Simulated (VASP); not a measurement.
**Al16Co16Si (a cell with a defect): single point with PBE**

System: Al16Co16Si (a cell with a defect).

```xyz
33
Lattice="0.0000 5.7031 5.7031 5.7031 0.0000 5.7031 5.7031 5.7031 0.0000" Properties=species:S:1:pos:R:3 pbc="T T T"
Al    0.1227   -0.0011   -0.0123
Al    2.8281    2.8194    2.8849
Al    2.8340    2.8216    0.0033
Al    5.6665    5.7019    2.8739
Al    2.8495   -0.0011    2.7146
Al    5.6554    2.8194    5.7122
Al    5.6681    3.0590    2.8723
Al    9.1883    5.7019    5.0552
Al   -0.0350    2.6418    2.8723
Al    2.8148    5.7020    5.7256
Al    2.8336    5.7019    3.0639
Al    5.6554    8.5845    5.7122
Al    2.8340    2.8792    5.7063
Al    5.7183    5.7019    8.5252
Al    5.4765    5.7019    5.7067
Al    8.5312    8.5844    8.5880
Co    1.3995    1.3778    1.4378
Co    4.2314    4.2831    4.3090
Co    4.1136    4.3909    1.3589
Co    7.1815    7.0129    4.4267
Co    4.4106    1.6359    4.1297
Co    6.9927    3.9448    7.2507
Co    7.1815    4.3909    4.4267
Co    9.8167    7.0129    7.0620
Co    1.3937    4.2353    4.2745
Co    4.2659    7.1686    7.1466
Co    4.2314    7.1208    4.3090
Co    7.1026   10.0261    7.1409
Co    4.2659    4.2353    7.1466
Co    7.0968    7.1686    9.9776
Co    6.9927    7.4591    7.2507
Co   10.1137    9.7679    9.8328
Si    7.6837    5.7020    6.5598
```

| Item | Value |
| --- | --- |
| Program | VASP 6.6.1 |
| Task | single point |
| Functional | PBE |
| Potentials or basis | VASP PAW PBE potentials, release 64 (Al, Co, Si) |
| Cutoff | 520 eV |
| k mesh | 1 × 1 × 1 |
| Occupations | methfessel-paxton, width 0.1 eV |
| Spin | no spin polarisation |
| Dipole correction | no |
| Further INCAR settings | LREAL = Auto; ALGO = Normal; EDIFF = 1e-06; NBANDS = 120 |

| Property | Result |
| --- | --- |
| Pressure | 9.5 GPa |
| Largest force | 0.055 eV/Å |

Forces in eV/Å, atoms in the order of the input:
```
Al   0.015 -0.001  0.003
Al  -0.004  0.000 -0.004
Al  -0.005 -0.009  0.003
Al   0.002  0.000  0.000
Al  -0.004  0.000 -0.014
Al   0.006 -0.002  0.001
Al   0.004 -0.019 -0.001
Al  -0.013 -0.001  0.015
Al   0.004  0.018 -0.002
Al  -0.003  0.000  0.006
Al  -0.001  0.001  0.004
Al   0.006  0.000  0.002
Al  -0.005  0.010  0.003
Al  -0.004  0.000  0.004
Al   0.000 -0.001 -0.002
Al  -0.005  0.000 -0.004
Co   0.001  0.002 -0.002
Co  -0.001  0.000  0.000
Co  -0.001  0.001  0.000
Co  -0.001  0.000  0.001
Co   0.006  0.005 -0.007
Co  -0.022 -0.041  0.022
Co  -0.001  0.001  0.001
Co  -0.001  0.000  0.000
Co  -0.003 -0.004 -0.004
Co   0.004  0.005  0.002
Co  -0.001  0.000  0.000
Co   0.001 -0.002 -0.002
Co   0.004 -0.005  0.003
Co  -0.003  0.004 -0.004
Co  -0.022  0.040  0.022
Co   0.006 -0.004 -0.006
Si   0.040  0.001 -0.038
```

Stress tensor (GPa, compression positive):
```
 8.74  0.00 -3.94
 0.00 11.09  0.00
-3.94  0.00  8.74
```

Levels at points of the mesh, in eV from the Fermi level:
| k point | band 94 | band 95 | band 96 | band 97 | band 98 | band 99 | band 100 | band 101 | band 102 | band 103 |
| --- | --- | --- | --- | --- | --- | --- | --- | --- | --- | --- |
| (0.00, 0.00, 0.00) | -0.33 | -0.14 | -0.12 | -0.11 | -0.06 | 0.09 | 0.18 | 0.31 | 0.41 | 1.04 |

Run time: 7.3 min on 1 thread of Intel Xeon 8259CL, with other jobs on the host, peak memory 0.49 GiB.

Caveat: the k points lie up to 0.95 Å⁻¹ apart, too coarse for converged energies, forces and pressures. Spin polarisation is off, so any magnetic state and its effect on volume and gap are missing.
